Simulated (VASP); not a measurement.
Runs of VASP 6.6.1 on NaCl. Symmetry: Pm-3m, No. 221, cubic system. The conventional cell has a = 3.460 Å, b = 3.460 Å, c = 3.460 Å, α = 90.00°, β = 90.00°, γ = 90.00°. Within 3.9 Å of Na (site symmetry m-3m) lie 8 Cl at 3.00 Å and 6 Na at 3.46 Å. Cl (site symmetry m-3m) has 8 Na at 3.00 Å and 6 Cl at 3.46 Å within 3.9 Å. 

```csv
level,k mesh,grid for exact exchange (PRECFOCK),share of exact exchange,screening parameter,gap on the mesh (eV),pressure (GPa)
PBE,6 × 6 × 6,-,-,-,4.10,1.1
HSE06,4 × 4 × 4,Normal,0.25,0.2079 1/Å,5.42,0.7
r2SCAN,4 × 4 × 4,-,-,-,4.95,(b)
PBE,4 × 4 × 4,-,-,-,4.10,(a)
```

Alike in all rows: no spin polarisation; cell a = 3.460 Å, 2 atoms; smearing gaussian 0.01 eV.

Fill in the values left out.

(a) 1.2; (b) -0.2.

Caveats: some runs use coarse meshes; the PAW data sets were made with another functional, which shifts forces and pressure a little (at least some runs).

A k mesh can miss the band edges.
